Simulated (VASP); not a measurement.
InAs (rocksalt type), 2 atoms in the cell. Symmetry: Fm-3m, No. 225, cubic system. The conventional cell has a = 5.109 Å, b = 5.109 Å, c = 5.109 Å, α = 90.00°, β = 90.00°, γ = 90.00°. In (site symmetry m-3m) has 6 As at 2.55 Å within 3.4 Å. Within 3.4 Å of As (site symmetry m-3m) lie 6 In at 2.55 Å. 

```yaml
Program: VASP 6.6.1
Task: single point
Functional: PBE
Potentials_or_basis: VASP PAW PBE potentials, release 64 (In_d, As)
Cutoff: 520 eV
k_mesh: 14 × 14 × 14
Occupations: fermi-dirac, width 0.08 eV
Spin: no spin polarisation
Dipole_correction: no
Further_INCAR_settings: ALGO = Normal; EDIFF = 1e-07; NBANDS = 16
```

Potentials or basis: VASP PAW PBE potentials, release 64 (In_d, As).

Command:

```console
$ cat potpaw_PBE.64/In_d/POTCAR potpaw_PBE.64/As/POTCAR > POTCAR
$ mpirun -np 1 vasp_std > vasp.out
```

Hardware: 1 thread of Intel(R) Xeon(R) Platinum 8375C CPU @ 2.90GHz (Ice Lake), on a shared host.

Question: How long does it take, and how much memory?

Answer: Wall time 64 s on 1 thread of Intel(R) Xeon(R) Platinum 8375C CPU @ 2.90GHz (Ice Lake), with other jobs on the host, peak memory 0.2 GiB. Counts: scf iterations 13, k points 104.
